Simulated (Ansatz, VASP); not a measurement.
**Two plane-wave programs on C**

```
C
1.0
     0.00000    1.71298    1.75477
     1.71298    0.00000    1.75477
     1.71298    1.71298    0.00000
C
2
Direct
  0.50000 0.50000 0.50000
  0.75000 0.75000 0.75000
```

Alike in both runs: task single point; functional PBE; k mesh 12 × 12 × 12; occupations gaussian, width 0.05 eV; no spin polarisation.

```csv
,VASP,Ansatz
version,VASP 6.6.1,Ansatz 0.2.0
potentials or method,"VASP PAW PBE potentials, release 64 (C), cutoff 520 eV","scalar-relativistic, plane waves, PAW"
valence electrons in the cell,8,8
```

|  | VASP | Ansatz | Ansatz less VASP |
| --- | --- | --- | --- |
| gap on the k mesh at the Fermi level (eV) | 4.05 | 4.06 | +0.010 |
| least direct gap on the mesh (eV) | 5.63 | 5.63 | +0.004 |

The functional is the same, so the differences come from potentials, cutoffs and numerics.
